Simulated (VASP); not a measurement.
AlN: single point with PBEsol

AlN:

```
CELL_PARAMETERS angstrom
3.31212 0.02484 0.00000
-1.63455 2.85596 0.00000
0.00000 0.00000 4.18756
ATOMIC_POSITIONS crystal
Al 0.33333 0.66667 0.75000
Al 0.66667 0.33333 0.25000
N 0.33333 0.66667 0.25000
N 0.66667 0.33333 0.75000
```

| Item | Value |
| --- | --- |
| Program | VASP 6.6.1 |
| Task | single point |
| Functional | PBEsol |
| Potentials or basis | VASP PAW PBE potentials, release 64 (Al, N) |
| Cutoff | 520 eV |
| k mesh | 12 × 12 × 6 |
| Occupations | gaussian, width 0.05 eV |
| Spin | no spin polarisation |

- Pressure: -3.5 GPa
- Largest force: 0.200 eV/Å
- Band gap on the k mesh: 3.19 eV

Forces on the atoms (eV/Å):
```
Al  -0.162  0.005  0.000
Al   0.162 -0.005  0.000
N   -0.200  0.005  0.000
N    0.200 -0.005  0.000
```

Stress tensor (GPa, compression positive):
```
-3.15 -2.48  0.00
-2.48 -3.18  0.00
 0.00  0.00 -4.14
```

Levels at points of the mesh, in eV from the valence-band top:
| k point | band 6 | band 7 | band 8 | band 9 | band 10 | band 11 |
| --- | --- | --- | --- | --- | --- | --- |
| (0.00, 0.00, 0.00) | -1.65 | -1.58 | 0.00 | 3.19 | 4.33 | 8.03 |
| (0.50, 0.00, 0.00) | -4.32 | -2.89 | -1.42 | 3.87 | 7.06 | 7.12 |
| (0.00, 0.50, 0.00) | -4.33 | -2.92 | -1.46 | 3.76 | 7.02 | 7.05 |
| (0.50, 0.50, 0.00) | -4.34 | -2.94 | -1.50 | 3.65 | 6.93 | 7.04 |
| (0.00, 0.00, 0.50) | -2.52 | -2.46 | -2.46 | 5.56 | 5.56 | 8.20 |
| (0.50, 0.00, 0.50) | -3.20 | -1.75 | -1.75 | 5.02 | 5.02 | 9.16 |
| (0.00, 0.50, 0.50) | -3.26 | -1.76 | -1.76 | 4.95 | 4.95 | 9.17 |
| (0.50, 0.50, 0.50) | -3.33 | -1.77 | -1.77 | 4.88 | 4.88 | 9.17 |

Wall time 2.3 min on 1 thread of Intel(R) Xeon(R) Platinum 8488C (Sapphire Rapids) (shared host), peak memory 0.27 GiB.

Caveat: the cell stands under tension; the PAW data sets were made with another functional, which shifts forces and pressure a little. A k mesh can miss the band edges.
